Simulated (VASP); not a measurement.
Set up this calculation in VASP 6.6.1, as the native input.

```yaml
Task: relaxation of shape and atoms at fixed volume
Functional: PBE
Potentials_or_basis: VASP PAW PBE potentials, release 64 (Zn, O)
Cutoff: 600 eV
k_mesh: 9 × 9 × 6
Occupations: gaussian, width 0.02 eV
Spin: no spin polarisation
Dipole_correction: no
Further_INCAR_settings: ALGO = Normal; EDIFF = 1e-06; IBRION = 2; EDIFFG = -0.01; NSW = 50; ISIF = 4
```

The structure of ZnO lies in POSCAR:

```
ZnO
1.0
    3.3439684217      0.0000000000      0.0000000000
   -1.6719842108      2.8959616026      0.0000000000
    0.0000000000      0.0000000000      5.3969672137
Zn O
2 2
Direct
    0.3333333333      0.6666666667      0.8104565264
    0.6666666667      0.3333333333      0.3104565264
    0.6666666667      0.3333333333      0.6895524379
    0.3333333333      0.6666666667      0.1895524379
```

These files were run (other wordings do the same):

INCAR

```
PREC = Accurate
ENCUT = 600
EDIFF = 1E-6
ISMEAR = 0
SIGMA = 0.02
LREAL = F
LASPH = T
NELM = 80
ALGO = Normal
ISIF = 4
LWAVE = F
LCHARG = F
GGA = PE
IBRION = 2
NSW = 50
EDIFFG = -0.01
```

KPOINTS

```
regular mesh
0
Gamma
  9 9 6
```

Potentials or basis: VASP PAW PBE potentials, release 64 (Zn, O).

Run with:

```console
$ cat potpaw_PBE.64/Zn/POTCAR potpaw_PBE.64/O/POTCAR > POTCAR
$ mpirun -np 1 vasp_std > vasp.out
```

It gave:

| Property | Result |
| --- | --- |
| Pressure after relaxing | -6.1 GPa |
| Band gap on the k mesh | 0.64 eV |

Caveat: the relaxation stopped at its first step, so nothing moved.

Wall time 40 s on 1 thread of Intel(R) Xeon(R) Platinum 8488C (Sapphire Rapids) (shared host), peak memory 0.22 GiB.
